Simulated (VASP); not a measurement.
Here is a VASP 6.6.1 calculation.

Contents of INCAR:

```
SYSTEM = Y5AlN6
PREC = Accurate ; ENCUT = 520
EDIFF = 1E-6 ; ISMEAR = 0
SIGMA = 0.1 ; LREAL = .FALSE.
LASPH = .TRUE. ; NELM = 100
ALGO = Normal ; ISIF = 2
LWAVE = .FALSE. ; LCHARG = .FALSE.
GGA = PE ; NBANDS = 56
```

Contents of KPOINTS:

```
Automatic mesh
0
G
  4 4 4
  0 0 0
```

File POSCAR:

```
Y5AlN6
1.0
    2.4260013258     -7.1501129794      0.0000000000
    2.4260013258      7.1501129794      0.0000000000
    0.0000000000      0.0000000000      4.8493690545
Y Al N
5 1 6
Direct
    0.6608563922      0.3391436078      0.0000000000
    0.8378460659      0.1621539341      0.5000000000
    0.3391436078      0.6608563922      0.0000000000
    0.5000000000      0.5000000000      0.5000000000
    0.1621539341      0.8378460659      0.5000000000
    0.0000000000      0.0000000000      0.0000000000
    0.6672822289      0.3327177711      0.5000000000
    0.3327177711      0.6672822289      0.5000000000
    0.5000000000      0.5000000000      0.0000000000
    0.0000000000      0.0000000000      0.5000000000
    0.1491850709      0.8508149291      0.0000000000
    0.8508149291      0.1491850709      0.0000000000
```

Potentials or basis: VASP PAW PBE potentials, release 64 (Y_sv, Al, N).

The run is started by

```bash
$ cat potpaw_PBE.64/Y_sv/POTCAR potpaw_PBE.64/Al/POTCAR potpaw_PBE.64/N/POTCAR > POTCAR
$ mpirun -np 1 vasp_std > vasp.out
```

(1) Estimate the pressure.

(2) What does it give for the largest force?

(3) Estimate the band gap on the k mesh.

Answers

(1) -0.4 GPa.

(2) 0.011 eV/Å.

(3) 0.40 eV (least direct gap 0.57 eV).

Caveat: semilocal functionals underestimate gaps, and a narrow one can read as zero.
